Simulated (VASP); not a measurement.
Wanted: the native input for a VASP 6.6.1 run.

```
Task                   : single point
Functional             : r2SCAN
Potentials or basis    : VASP PAW PBE potentials, release 64 (Ti_sv)
Cutoff                 : 520 eV
k mesh                 : 24 × 24 × 12
Occupations            : fermi-dirac, width 0.02 eV
Spin                   : no spin polarisation
Dipole correction      : no
Further INCAR settings : ALGO = Normal; EDIFF = 1e-06; NBANDS = 19
```

Ti:

```
Ti
1.0
     2.85775    0.00000    0.00000
    -1.42887    2.47488    0.00000
     0.00000    0.00000    4.99341
Ti
2
Direct
  0.33333 0.66667 0.25000
  0.66667 0.33333 0.75000
```

This cell differs from its parent crystal: ratio of the length along z to the lengths across it x 1.1, volume and fractional coordinates fixed.

One way to write it, as run:

POSCAR

```
Ti
1.0
    2.8577493804      0.0000000000      0.0000000000
   -1.4288746902      2.4748835611      0.0000000000
    0.0000000000      0.0000000000      4.9934120815
Ti
2
Direct
    0.3333333333      0.6666666667      0.2500000000
    0.6666666667      0.3333333333      0.7500000000
```

INCAR.step1

```
PREC     = Accurate       # precision mode
ENCUT    = 520            # plane-wave cutoff, eV
ISMEAR   = -1             # smearing method
SIGMA    = 0.02           # smearing width, eV
LREAL    = F              # projectors in reciprocal space
LASPH    = T              # aspherical terms in the spheres
NELM     = 60             # most SCF steps
NBANDS   = 19             # bands
GGA      = PE             # functional
ALGO     = Normal         # electronic algorithm
EDIFF    = 1E-4           # SCF threshold, eV
LWAVE    = T              # write WAVECAR
LCHARG   = F              # write CHGCAR
```

INCAR.step2

```
PREC     = Accurate       # precision mode
ENCUT    = 520            # plane-wave cutoff, eV
EDIFF    = 1E-6           # SCF threshold, eV
ISMEAR   = -1             # smearing method
SIGMA    = 0.02           # smearing width, eV
LREAL    = F              # projectors in reciprocal space
LASPH    = T              # aspherical terms in the spheres
NELM     = 60             # most SCF steps
ALGO     = Normal         # electronic algorithm
ISIF     = 2              # what is computed and relaxed
LWAVE    = F              # write WAVECAR
LCHARG   = F              # write CHGCAR
METAGGA  = R2SCAN         # meta-GGA
LMIXTAU  = T            
NBANDS   = 19             # bands
ISTART   = 1
```

KPOINTS

```
Automatic mesh
0
Gamma
  24 24 12
```

Potentials or basis: VASP PAW PBE potentials, release 64 (Ti_sv).

The run is started by

```bash
$ cat potpaw_PBE.64/Ti_sv/POTCAR > POTCAR
$ cp INCAR.step1 INCAR
$ mpirun -np 1 vasp_std > vasp.out
$ cp INCAR.step2 INCAR
$ mpirun -np 1 vasp_std > vasp.out
```

Results of the run:

```json
{
  "Pressure": "-1.9 GPa",
  "Band gap on the k mesh": "zero (bands 12 and 13 overlap by 0.76 eV)"
}
```

Caveat: the stress differs along the axes, from -10 to 2 GPa; the PAW data sets were made with another functional, which shifts forces and pressure a little.

Wall time 5.1 min on 1 thread of Intel(R) Xeon(R) 6975P-C (Granite Rapids) (shared host), peak memory 0.34 GiB.
